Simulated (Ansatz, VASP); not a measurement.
## KF in VASP and in Ansatz

Contents of INCAR:

```
  ALGO = Normal
  EDIFF = 1E-6
  ENCUT = 520
  GGA = PE
  ISIF = 2
  ISMEAR = 0
  LASPH = T
  LCHARG = F
  LREAL = F
  LWAVE = F
  NBANDS = 15
  NELM = 60
  PREC = Accurate
  SIGMA = 0.02
```

File KPOINTS:

```
k-points
0
Gamma
  8 8 8
```

File POSCAR:

```
KF
1.0
    0.0721845000      2.5323926700      2.4844300800
    2.5397447950     -0.0100256250      2.5666402050
    2.6079190450      2.6827770450     -0.0781998750
K F
1 1
Direct
   -0.0270170189      0.0230708809      0.0100093510
    0.5270170189      0.4769291191      0.4899906490
```

Input for Ansatz:

```yaml
crystal:
  lattice:
    - [0.0721845, 2.53239267, 2.48443008]
    - [2.539744795, -0.010025625, 2.566640205]
    - [2.607919045, 2.682777045, -0.078199875]
  atoms:
    - { symbol: K, position: [-0.0270170189, 0.0230708809, 0.010009351] }
    - { symbol: F, position: [0.5270170189, 0.4769291191, 0.489990649] }
basis:
  ecutwfc: 420
kpoints:
  mp_grid: { grid: [8, 8, 8] }
hamiltonian:
  xc: pbe
scf:
  occupations: { method: gaussian, width: 0.02 }
output:
  forces: true
  stress: true
  eigenvalues: true
  populations: true
```

Change from the starting cell: all atoms moved at random, cell strained at random.

Alike in both runs: task single point; functional PBE; k mesh 8 × 8 × 8; occupations gaussian, width 0.02 eV; no spin polarisation.

```csv
,VASP,Ansatz
version,VASP 6.6.1,Ansatz 0.2.0
potentials or method,"VASP PAW PBE potentials, release 64 (K_sv, F), cutoff 520 eV","scalar-relativistic, plane waves, PAW"
valence electrons in the cell,16,16
```

|  | VASP | Ansatz | Ansatz less VASP |
| --- | --- | --- | --- |
| gap on the k mesh at the Fermi level (eV) | 6.75 | 6.77 | +0.020 |
| least direct gap on the mesh (eV) | 6.75 | 6.77 | +0.020 |
| pressure (GPa) | 7.7 | 7.5 | -0.21 |
| traceless stress, the component that is largest in VASP (GPa) | 2.99 | 2.87 | -0.118 |
| rms of the force components (eV/Å) | 0.351 | 0.337 | -0.0138 |

Atom by atom the forces differ by 0.014 eV/Å (rms over components). With one functional, cell and mesh, what is left measures potentials, basis and numerics.
